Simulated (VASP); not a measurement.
A run of VASP 6.6.1 is set up as follows.

File INCAR:

```
PREC = Accurate
ENCUT = 520
EDIFF = 1E-7
ISMEAR = -1
SIGMA = 0.08
LREAL = False
LASPH = True
NELM = 60
ALGO = Normal
ISIF = 2
LWAVE = False
LCHARG = False
GGA = PE
NBANDS = 11
```

KPOINTS

```
regular mesh
0
Gamma
  13 13 13
```

Contents of POSCAR:

```
BeS
1.0
    0.0000000000      2.2950113052      2.2950113052
    2.2950113052      0.0000000000      2.2950113052
    2.2950113052      2.2950113052      0.0000000000
Be S
1 1
Direct
    0.0000000000      0.0000000000      0.0000000000
    0.5000000000      0.5000000000      0.5000000000
```

Potentials or basis: VASP PAW PBE potentials, release 64 (Be, S).

Run with:

```sh
$ cat potpaw_PBE.64/Be/POTCAR potpaw_PBE.64/S/POTCAR > POTCAR
$ mpirun -np 1 vasp_std > vasp.out
```

Estimate the pressure.

2.8 GPa.

Predict the band gap on the k mesh.

1.03 eV, indirect (least direct gap 4.30 eV).

 A k mesh can miss the band edges.
